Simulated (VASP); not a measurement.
# RuS: single point with PBEsol+U

Crystal: RuS.

```
CELL_PARAMETERS angstrom
0.00000 2.76430 2.76430
2.76430 0.00000 2.76430
2.76430 2.76430 0.00000
ATOMIC_POSITIONS crystal
Ru 0.00000 0.00000 0.00000
S 0.25000 0.25000 0.25000
```

```yaml
Program: VASP 6.6.1
Task: single point
Functional: PBEsol
Potentials_or_basis: VASP PAW PBE potentials, release 64 (Ru_pv, S)
Cutoff: 520 eV
k_mesh: 6 × 6 × 6
Occupations: gaussian, width 0.05 eV
Spin: collinear spin, ferromagnetic start
Starting_moments: "[2.0, 0.0] μB"
Fixed_moment: 2 μB
Hubbard_terms: Ru d U = 2.0 eV
```

| Item | Value |
| --- | --- |
| Pressure | -12.1 GPa |
| Net moment | 2.00 μB per cell |
| Site moments | Ru +1.69; S +0.05 μB |
| Valence electrons inside the program's atomic spheres | Ru 12.47; S 3.60 |

Eigenvalues of the final occupation matrices:
```
    site  spin  trace               eigenvalues
site 1 d     1   3.85  0.74 0.74 0.74 0.82 0.82
site 1 d     2   2.23  0.31 0.31 0.31 0.65 0.65
```

Wall time 39 s on 1 thread of AMD EPYC 7R13, with other jobs on the host, peak memory 0.16 GiB.

Caveat: the cell stands under tension; the PAW data sets were made with another functional, which shifts forces and pressure a little; the total moment is fixed, so each spin has its own Fermi level. The state reached can hang on the start; a lower one may exist.
